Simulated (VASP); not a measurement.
Hg, 1 atom in the cell. The structure is cubic, space group Fm-3m (No. 225). Conventional cell: a = 4.634 Å, b = 4.634 Å, c = 4.634 Å, α = 90.00°, β = 90.00°, γ = 90.00°. Hg (site symmetry m-3m) has 12 Hg at 3.28 Å within 4.3 Å. 

- Program: VASP 6.6.1
- Task: density of states
- Functional: PBE
- Dispersion: D3(BJ)
- Potentials or basis: VASP PAW PBE potentials, release 64 (Hg)
- Cutoff: 520 eV
- k mesh: 16 × 16 × 16
- Occupations: gaussian, width 0.1 eV
- Spin: no spin polarisation
- Dipole correction: no
- k mesh for the DOS: 24 × 24 × 24
- Occupations for the DOS: tetrahedron
- Further INCAR settings: ALGO = Normal; EDIFF = 1e-06; NBANDS = 12

Potentials or basis: VASP PAW PBE potentials, release 64 (Hg).

Launch:

```bash
$ cat potpaw_PBE.64/Hg/POTCAR > POTCAR
$ cp INCAR.step1 INCAR
$ cp KPOINTS.step1 KPOINTS
$ mpirun -np 1 vasp_std > vasp.out
$ cp INCAR.step2 INCAR
$ cp KPOINTS.step2 KPOINTS
$ mpirun -np 1 vasp_std > vasp.out
```

Hardware: 1 thread of Intel(R) Xeon(R) 6975P-C (Granite Rapids), with other jobs on the host.

How long does it take, and how much memory?

Wall time 24 s on 1 thread of Intel(R) Xeon(R) 6975P-C (Granite Rapids) (shared host), peak memory 0.23 GiB. Counts: k points 413.
